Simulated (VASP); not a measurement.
Input of a VASP 6.6.1 run:

File POSCAR:

```
Pt
1.0
    2.7106881778      0.0000000000      0.0000000000
   -1.3553440889      2.3475249343      0.0000000000
    0.0000000000      0.0000000000      4.7053794194
Pt
2
Direct
    0.6666666667      0.3333333333      0.7500000000
    0.3333333333      0.6666666667      0.2500000000
```

INCAR.step1

```
ALGO     = Normal         # electronic algorithm
EDIFF    = 1E-4           # SCF threshold, eV
ENCUT    = 520            # plane-wave cutoff, eV
GGA      = PE             # functional
ISMEAR   = -1             # smearing method
LASPH    = T              # aspherical terms in the spheres
LCHARG   = F              # write CHGCAR
LREAL    = F              # projectors in reciprocal space
LWAVE    = T              # write WAVECAR
NBANDS   = 17             # bands
NELM     = 100            # most SCF steps
PREC     = Accurate       # precision mode
SIGMA    = 0.1            # smearing width, eV
```

Contents of INCAR.step2:

```
ALGO     = Normal         # electronic algorithm
EDIFF    = 1E-6           # SCF threshold, eV
ENCUT    = 520            # plane-wave cutoff, eV
ISIF     = 2              # what is computed and relaxed
ISMEAR   = -1             # smearing method
ISTART   = 1            
LASPH    = T              # aspherical terms in the spheres
LCHARG   = T              # write CHGCAR
LELF     = T              # ELF
LMIXTAU  = T            
LREAL    = F              # projectors in reciprocal space
LVHAR    = T            
LWAVE    = F              # write WAVECAR
METAGGA  = R2SCAN         # meta-GGA
NBANDS   = 17             # bands
NELM     = 100            # most SCF steps
PREC     = Accurate       # precision mode
SIGMA    = 0.1            # smearing width, eV
```

File KPOINTS:

```
k-points
0
Gamma
  10 10 5
```

Potentials or basis: VASP PAW PBE potentials, release 64 (Pt).

The run is started by

```bash
$ cat potpaw_PBE.64/Pt/POTCAR > POTCAR
$ cp INCAR.step1 INCAR
$ mpirun -np 1 vasp_std > vasp.out
$ cp INCAR.step2 INCAR
$ mpirun -np 1 vasp_std > vasp.out
```

**Question.** Estimate the band gap on the k mesh.

**Answer.** Zero (band 10 reaches 11.71 eV, above the bottom of band 11 at 10.35 eV).

**Question.** Predict the pressure.

**Answer.** 9.4 GPa.

Stress tensor (GPa, compression positive):
```
10.10  0.00  0.00
 0.00 10.10  0.00
 0.00  0.00  8.08
```

Caveat: the PAW data sets were made with another functional, which shifts forces and pressure a little; spin-orbit coupling is left out, which moves the levels of the heavy elements.
